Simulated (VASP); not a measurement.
GaSb:

```
CELL_PARAMETERS angstrom
0.00000 3.05900 3.05900
3.05900 0.00000 3.05900
3.05900 3.05900 0.00000
ATOMIC_POSITIONS crystal
Ga 0.00000 0.00000 0.00000
Sb 0.75000 0.75000 0.75000
```

Base run:

* Program: VASP 6.6.1
* Functional: RPBE
* Potentials or basis: VASP PAW PBE potentials, release 64 (Ga_d, Sb)
* Cutoff: 500 eV
* k mesh: 6 × 6 × 6
* Occupations: methfessel-paxton, width 0.005 eV
* Spin: no spin polarisation

Its results: band gap on the k mesh 0.13 eV; pressure 3.9 GPa.

Question: The run is repeated on the same cell with these changes: functional from RPBE to PBE; occupations from methfessel-paxton, width 0.005 eV to gaussian, width 0.001 eV. What comes out?

Answer: Band gap on the k mesh 0.03 eV; pressure 2.3 GPa.

Caveats: spin-orbit coupling is left out, which moves the levels of the heavy elements; the cell stands under pressure (at least some runs); the PAW data sets were made with another functional, which shifts forces and pressure a little (at least some runs).

A k mesh can miss the band edges.
